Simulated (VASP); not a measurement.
# MgO (P6_3/mmc) in VASP: a series of runs, part 2 of 2

VASP 6.6.1.

## Step 3: Single point, PBE

This run uses another cell than the first one, of 10.71 Å³/atom, 0.880 times its volume.

INCAR

```
SYSTEM = MgO
PREC     = Accurate       ! precision mode
ENCUT    = 520            ! plane-wave cutoff, eV
EDIFF    = 1E-7           ! SCF threshold, eV
ISMEAR   = 0              ! smearing method
SIGMA    = 0.05           ! smearing width, eV
LREAL    = .FALSE.        ! projectors in reciprocal space
LASPH    = .TRUE.         ! aspherical terms in the spheres
NELM     = 100            ! most SCF steps
ALGO     = Normal         ! electronic algorithm
ISIF     = 2              ! what is computed and relaxed
LWAVE    = .FALSE.        ! write WAVECAR
LCHARG   = .TRUE.         ! write CHGCAR
GGA      = PE             ! functional
LELF     = .TRUE.         ! ELF
LVHAR    = .TRUE.       
NBANDS   = 16             ! bands
```

KPOINTS

```
regular mesh
0
G
  9 9 6
  0 0 0
```

POSCAR

```
MgO
1.0
    3.4861000000      0.0000000000      0.0000000000
   -1.7430500000      3.0190511601      0.0000000000
    0.0000000000      0.0000000000      4.0698000000
Mg O
2 2
Direct
    0.6666666667      0.3333333333      0.7500000000
    0.3333333333      0.6666666667      0.2500000000
    0.6666666667      0.3333333333      0.2500000000
    0.3333333333      0.6666666667      0.7500000000
```

Potentials or basis: VASP PAW PBE potentials, release 64 (Mg, O).

Command:

```console
cat potpaw_PBE.64/Mg/POTCAR potpaw_PBE.64/O/POTCAR > POTCAR
mpirun -np 1 vasp_std > vasp.out
```

OUTCAR:

```text
SYSTEM = MgO
   PREC = Accurate
   ENCUT = 520
   EDIFF = 1E-7
   ISMEAR = 0
   LREAL = .FALSE.
   LASPH = .TRUE.
   NELM = 100
   ISIF = 2
   GGA = PE

 ion  position               nearest neighbor table
   1  0.667  0.333  0.750-   4 2.01   4 2.01   4 2.01   3 2.03   3 2.03   2 2.86   2 2.86   2 2.86
                             2 2.86   2 2.86   2 2.86
   2  0.333  0.667  0.250-   3 2.01   3 2.01   3 2.01   4 2.03   4 2.03   1 2.86   1 2.86   1 2.86
                             1 2.86   1 2.86   1 2.86
   3  0.667  0.333  0.250-   2 2.01   2 2.01   2 2.01   1 2.03   1 2.03
   4  0.333  0.667  0.750-   1 2.01   1 2.01   1 2.01   2 2.03   2 2.03

  LATTYP: Found a hexagonal cell.
 ALAT       =     3.4861000000
 C/A-ratio  =     1.1674363902

  Lattice vectors:

 A1 = (   3.4861000000,   0.0000000000,   0.0000000000)
 A2 = (  -1.7430500000,   3.0190511601,   0.0000000000)
 A3 = (   0.0000000000,   0.0000000000,   4.0698000000)

Analysis of symmetry for initial positions (statically):
=====================================================================
 Subroutine PRICEL returns:
 Original cell was already a primitive cell.

 Routine SETGRP: Setting up the symmetry group for a
 hexagonal supercell.

[... 171 lines left out ...]
  energy without entropy =      -23.59330346  energy(sigma->0) =      -23.59330346

 E-fermi :   2.4153     XC(G=0): -10.1832

 val. band max:        2.1381069621   @ k =   0.0000   0.0000   0.0000
 cond. band min:       5.7392912876   @ k =   0.0000   0.0000   0.0000
 fundamental gap:      3.6011843256
 Fermi energy:         2.4153378132

 k-point     1 :       0.0000    0.0000    0.0000
  band No.  band energies     occupation
      1     -14.8920      2.00000
      2     -13.3798      2.00000
      3      -1.5042      2.00000
      4       0.3413      2.00000
      5       0.3414      2.00000
      6       1.3643      2.00000
[... 433 lines left out ...]
      3      -1.4438      2.00000
      4      -0.7083      2.00000
      5      -0.7083      2.00000
      6       0.9824      2.00000
[... 8 lines left out ...]
     15      16.6285      0.00000
     16      18.9862      0.00000

 [... further k-points ...]
[... 5 lines left out ...]
  --------------------------------------------------------------------------------------
  -------------------------------------------------------------------------------------
  Total        1.6096765      1.6096765      3.5620666      0.0000000      0.0000000      0.0000000
  in kB       60.2096095     60.2096095    133.2383483      0.0000000      0.0000000      0.0000000
  external PRESSURE =      84.5525224 kB  Pullay stress =       0.0000000 kB

 VOLUME and BASIS-vectors are now :
 -----------------------------------------------------------------------------
  energy-cutoff  :      520.00
  volume of cell :       42.83
      direct lattice vectors                 reciprocal lattice vectors
     3.486100000  0.000000000  0.000000000     0.286853504  0.165614948  0.000000000
    -1.743050000  3.019051160  0.000000000     0.000000000  0.331229895  0.000000000
     0.000000000  0.000000000  4.069800000     0.000000000  0.000000000  0.245712320

 POSITION                                       TOTAL-FORCE (eV/Angst)
 -----------------------------------------------------------------------------------
      1.74305      1.00635      3.05235        -0.000000      0.000000      0.000000
     -0.00000      2.01270      1.01745         0.000000     -0.000000      0.000000
      1.74305      1.00635      1.01745         0.000000      0.000000      0.000000
     -0.00000      2.01270      3.05235         0.000000     -0.000000      0.000000
 -----------------------------------------------------------------------------------
    total drift:                               -0.000000      0.000000     -0.000000

  FREE ENERGIE OF THE ION-ELECTRON SYSTEM (eV)
  ---------------------------------------------------
  free  energy   TOTEN  =       -23.5933034563 eV

  energy  without entropy=      -23.5933034563  energy(sigma->0) =      -23.59330346
```

stdout:

```text
POSCAR found type information on POSCAR MgO
 POSCAR found :  2 types and       4 ions
 scaLAPACK will be used
 LDA part: xc-table for (Slater+PW92), standard interpolation
 POSCAR, INCAR and KPOINTS ok, starting setup
 FFT: planning ... GRIDC
 FFT: planning ... GRID_SOFT
 FFT: planning ... GRID
 WAVECAR not read
 entering main loop
```

Wall time 27 s (1 thread of Intel Xeon Platinum 8259CL at 2.50GHz (Skylake/Cascade Lake), shared host); peak memory 0.17 GiB.

Results:

* Free energy: -23.5933 eV
* Pressure: 8.5 GPa
* Band gap on the k mesh: 3.60 eV, direct

Levels at points of the mesh, in eV from the valence-band top:
```tsv
k point	band 4	band 5	band 6	band 7	band 8	band 9	band 10	band 11	band 12	band 13
(0.00, 0.00, 0.00)	-1.80	-1.80	-0.77	-0.77	0.00	3.60	9.85	12.59	12.59	12.75
(0.00, 0.00, 0.50)	-2.46	-1.31	-1.31	-1.31	-1.31	6.67	6.67	12.95	12.95	12.95
```

PBE gaps usually lie below the measured ones, often by a third to a half.

## Step 4: Single point, PBE

This run uses another cell than the first one, of 10.68 Å³/atom, 0.878 times its volume.

INCAR

```
ALGO = Normal ; EDIFF = 1E-7
ENCUT = 520 ; GGA = PE
ISIF = 2 ; ISMEAR = 0
LASPH = True ; LCHARG = False
LREAL = False ; LWAVE = False
NBANDS = 16 ; NELM = 60
PREC = Accurate ; SIGMA = 0.05
```

KPOINTS

```
k-points
0
Gamma
  9 9 6
```

POSCAR

```
MgO
1.0
    3.3453000000      0.0000000000      0.0000000000
   -1.6726500000      2.8971147833      0.0000000000
    0.0000000000      0.0000000000      4.4090000000
Mg O
2 2
Direct
    0.6666666667      0.3333333333      0.7500000000
    0.3333333333      0.6666666667      0.2500000000
    0.6666666667      0.3333333333      0.2500000000
    0.3333333333      0.6666666667      0.7500000000
```

Potentials or basis: VASP PAW PBE potentials, release 64 (Mg, O).

Command:

```console
cat potpaw_PBE.64/Mg/POTCAR potpaw_PBE.64/O/POTCAR > POTCAR
mpirun -np 1 vasp_std > vasp.out
```

OUTCAR:

```text
EDIFF = 1E-7
   ENCUT = 520
   GGA = PE
   ISIF = 2
   ISMEAR = 0
   LASPH = True
   LREAL = False
   NELM = 60
   PREC = Accurate

 ion  position               nearest neighbor table
   1  0.667  0.333  0.750-   4 1.93   4 1.93   4 1.93   3 2.20   3 2.20   2 2.93   2 2.93   2 2.93
                             2 2.93   2 2.93   2 2.93
   2  0.333  0.667  0.250-   3 1.93   3 1.93   3 1.93   4 2.20   4 2.20   1 2.93   1 2.93   1 2.93
                             1 2.93   1 2.93   1 2.93
   3  0.667  0.333  0.250-   2 1.93   2 1.93   2 1.93   1 2.20   1 2.20
   4  0.333  0.667  0.750-   1 1.93   1 1.93   1 1.93   2 2.20   2 2.20

  LATTYP: Found a hexagonal cell.
 ALAT       =     3.3453000000
 C/A-ratio  =     1.3179684931

  Lattice vectors:

 A1 = (   3.3453000000,   0.0000000000,   0.0000000000)
 A2 = (  -1.6726500000,   2.8971147833,   0.0000000000)
 A3 = (   0.0000000000,   0.0000000000,   4.4090000000)

Analysis of symmetry for initial positions (statically):
=====================================================================
 Subroutine PRICEL returns:
 Original cell was already a primitive cell.

 Routine SETGRP: Setting up the symmetry group for a
 hexagonal supercell.

 Subroutine GETGRP returns: Found 24 space group operations
 (whereof 12 operations were pure point group operations)
 out of a pool of 24 trial point group operations.

The static configuration has the point symmetry D_3d.
 The point group associated with its full space group is D_6h.

Analysis of symmetry for dynamics (positions and initial velocities):
=====================================================================
 Subroutine PRICEL returns:
 Original cell was already a primitive cell.

 Routine SETGRP: Setting up the symmetry group for a
 hexagonal supercell.

 Subroutine GETGRP returns: Found 24 space group operations
 (whereof 12 operations were pure point group operations)
 out of a pool of 24 trial point group operations.

The dynamic configuration has the point symmetry D_3d.
 The point group associated with its full space group is D_6h.

 Subroutine INISYM returns: Found 24 space group operations
 (whereof 12 operations are pure point group operations),
 and found     1 'primitive' translations

----------------------------------------------------------------------------------------

                                     Primitive cell

  volume of cell :      42.7308

  direct lattice vectors                    reciprocal lattice vectors
     3.345300000  0.000000000  0.000000000     0.298926853  0.172585499  0.000000000
    -1.672650000  2.897114783  0.000000000     0.000000000  0.345170998  0.000000000
     0.000000000  0.000000000  4.409000000     0.000000000  0.000000000  0.226808800

  length of vectors
     3.345300000  3.345300000  4.409000000     0.345170998  0.345170998  0.226808800

  position of ions in fractional coordinates (direct lattice)
     0.666666667  0.333333333  0.750000000
     0.333333333  0.666666667  0.250000000
     0.666666667  0.333333333  0.250000000
     0.333333333  0.666666667  0.750000000

  ion indices of the primitive-cell ions
   primitive index   ion index
[... 22 lines left out ...]

  Shift w.r.t. Gamma in fractional coordinates (k-lattice)
     0.000000000  0.000000000  0.000000000

 Subroutine IBZKPT returns following result:
 ===========================================

 Found     48 irreducible k-points:

 Following reciprocal coordinates:
            Coordinates               Weight
  0.000000  0.000000  0.000000      1.000000
  0.111111  0.000000  0.000000      6.000000
  0.222222  0.000000  0.000000      6.000000
  0.333333  0.000000  0.000000      6.000000
  0.444444  0.000000  0.000000      6.000000
  0.111111  0.111111  0.000000      6.000000
[... 16 lines left out ...]
  0.333333  0.222222  0.166667     24.000000
  0.333333  0.333333  0.166667      4.000000
 [... further k-points ...]
   k-points           NKPTS =     48   k-points in BZ     NKDIM =     48   number of bands    NBANDS=     16
   number of dos      NEDOS =    301   number of ions     NIONS =      4
   total plane-waves  NPLWV =  28224
   dimension x,y,z NGX =    28 NGY =   28 NGZ =   36
   dimension x,y,z NGXF=    56 NGYF=   56 NGZF=   72
   ions per type =               2   2
   NGX,Y,Z   is equivalent  to a cutoff of  13.91, 13.91, 13.57 a.u.
   NGXF,Y,Z  is equivalent  to a cutoff of  27.83, 27.83, 27.15 a.u.
 SYSTEM =  unknown system
   PREC   = accura    normal or accurate (medium, high low for compatibility)
   ISTART =      0    job   : 0-new  1-cont  2-samecut
   ICHARG =      2    charge: 1-file 2-atom 10-const
   ISPIN  =      1    spin polarized calculation?
   LNONCOLLINEAR =      F non collinear calculations
   LSORBIT =      F    spin-orbit coupling
   LASPH  =      T    aspherical Exc in radial PAW
   ENCUT  =  520.0 eV  38.22 Ry    6.18 a.u.   6.22  6.22  8.20*2*pi/ulx,y,z
   NELM   =     60;   NELMIN=  2; NELMDL= -5     # of ELM steps
   EDIFF  = 0.1E-06   stopping-criterion for ELM
   LREAL  =      F    real-space projection
   EDIFFG = 0.1E-05   stopping-criterion for IOM
   NSW    =      0    number of steps for IOM
   IBRION =     -1    ionic relax: 0-MD 1-quasi-New 2-CG
   NFREE  =      0    steps in history (QN), initial steepest desc. (CG)
   ISIF   =      2    stress and relaxation
   ISYM   =      2    0-nonsym 1-usesym 2-fastsym
   POTIM  = 0.5000    time-step for ionic-motion
   TEBEG  =    0.0;   TEEND  =   0.0 temperature during run
   PSTRESS=    0.0 pullay stress
   NELECT =      16.0000    total number of electrons
   NUPDOWN=      -1.0000    fix difference up-down
   EMIN   =  10.00;   EMAX   =-10.00  energy-range for DOS
   EFERMI =   0.00;   METHOD = LEGACY
   ISMEAR =     0;   SIGMA  =   0.05  broadening in eV -4-tet -1-fermi 0-gaus
   EFERMI_NEDOS =   21; number of points for ismear=-14 and -15
   IALGO  =     38    algorithm
   IMIX   =      4    mixing-type and parameters
     AMIX     =   0.40;   BMIX     =  1.00
     AMIX_MAG =   1.60;   BMIX_MAG =  1.00
  volume/ion in A,a.u.               =      10.68        72.09
  Fermi-wavevector in a.u.,A,eV,Ry     =   1.179962  2.229804 18.943519  1.392309
  Thomas-Fermi vector in A             =   2.316263
   LORBIT       =      0    0 simple, 1 ext, 2 COOP (PROOUT), +10 PAW based schemes
   GGA     = PE    functional components
   LHFCALC =     F    Hartree Fock is set to
   AEXX    =    0.0000 exact exchange contribution
   IVDW    =     0    specifies the selected vdW correction
   LEPSILON=     F    determine dielectric tensor
   LRPA    =     F    only Hartree local field effects (RPA)
 non-spin polarized calculation
 Gauss-broadening in eV      SIGMA  =   0.05
  energy-cutoff  :      520.00
  volume of cell :       42.73
 maximum number of plane-waves:      1181
 NGX is ok and might be reduce to    28
   NGX = 13   NGY = 13   NGZ = 17

 number of electron      15.9999995 magnetization

 Free energy of the ion-electron system (eV)
  ---------------------------------------------------
  ext. energy  EPLUGINS =         0.00000000
  ---------------------------------------------------
  free energy    TOTEN  =       -23.46716049 eV

  energy without entropy =      -23.46716049  energy(sigma->0) =      -23.46716049

 E-fermi :   2.5099     XC(G=0): -10.2179

 val. band max:        2.3101149649   @ k =   0.0000   0.0000   0.0000
 cond. band min:       5.8094679669   @ k =   0.0000   0.0000   0.0000
 fundamental gap:      3.4993530019
 Fermi energy:         2.5098556408

 k-point     1 :       0.0000    0.0000    0.0000
  band No.  band energies     occupation
      1     -14.8377      2.00000
      2     -13.5441      2.00000
      3      -1.7010      2.00000
      4       0.5693      2.00000
      5       0.5693      2.00000
      6       1.2703      2.00000
[... 433 lines left out ...]
      3      -1.3330      2.00000
      4      -0.6399      2.00000
      5      -0.6399      2.00000
      6       0.6972      2.00000
[... 8 lines left out ...]
     15      15.9204      0.00000
     16      19.5708      0.00000

 [... further k-points ...]
[... 5 lines left out ...]
  --------------------------------------------------------------------------------------
  -------------------------------------------------------------------------------------
  Total        4.2793679      4.2793679     -0.3053712      0.0000000      0.0000000      0.0000000
  in kB      160.4535507    160.4535507    -11.4497957      0.0000000      0.0000000      0.0000000
  external PRESSURE =     103.1524352 kB  Pullay stress =       0.0000000 kB

 VOLUME and BASIS-vectors are now :
 -----------------------------------------------------------------------------
  energy-cutoff  :      520.00
  volume of cell :       42.73
      direct lattice vectors                 reciprocal lattice vectors
     3.345300000  0.000000000  0.000000000     0.298926853  0.172585499  0.000000000
    -1.672650000  2.897114783  0.000000000     0.000000000  0.345170998  0.000000000
     0.000000000  0.000000000  4.409000000     0.000000000  0.000000000  0.226808800

 POSITION                                       TOTAL-FORCE (eV/Angst)
 -----------------------------------------------------------------------------------
      1.67265      0.96570      3.30675         0.000000     -0.000000      0.000000
     -0.00000      1.93141      1.10225        -0.000000      0.000000      0.000000
      1.67265      0.96570      1.10225        -0.000000     -0.000000      0.000000
     -0.00000      1.93141      3.30675         0.000000      0.000000      0.000000
 -----------------------------------------------------------------------------------
    total drift:                               -0.000000      0.000000     -0.000000

  FREE ENERGIE OF THE ION-ELECTRON SYSTEM (eV)
  ---------------------------------------------------
  free  energy   TOTEN  =       -23.4671604876 eV

  energy  without entropy=      -23.4671604876  energy(sigma->0) =      -23.46716049
```

Run time: 27 s. Hardware: 1 thread of Intel Xeon Platinum 8259CL at 2.50GHz (Skylake/Cascade Lake), shared host; peak memory 0.18 GiB.

Results:

```
Free energy            : -23.4672 eV
Pressure               : 10.3 GPa
Band gap on the k mesh : 3.50 eV, direct
```

Stress tensor (GPa, compression positive):
```
16.05  0.00  0.00
 0.00 16.05  0.00
 0.00  0.00 -1.14
```

Levels at points of the mesh, in eV from the valence-band top:
```csv
k point,band 6,band 7,band 8,band 9,band 10,band 11
"(0.00, 0.00, 0.00)",-1.04,-1.04,0.00,3.50,9.42,11.58
"(0.00, 0.00, 0.50)",-1.40,-1.40,-1.40,6.48,6.48,13.74
```

## Step 5: Summary

```tsv
cell	gap on the mesh (eV)	pressure (GPa)
a = 3.697, b = 3.697, c = 4.112 Å, angles 90.0, 90.0, 120.0°, 4 atoms	3.07	-6.2
a = 3.486, b = 3.486, c = 4.070 Å, angles 90.0, 90.0, 120.0°, 4 atoms	3.60	8.5
a = 3.345, b = 3.345, c = 4.409 Å, angles 90.0, 90.0, 120.0°, 4 atoms	3.50	10.3
```

Alike in all rows: task single point; level PBE; potentials or basis VASP PAW PBE potentials, release 64 (Mg, O); no spin polarisation; k mesh 9 × 9 × 6; cutoff (eV) 520; smearing gaussian 0.05 eV.

Total energies depend on the potentials used, so only differences within one code and one set of settings carry meaning.
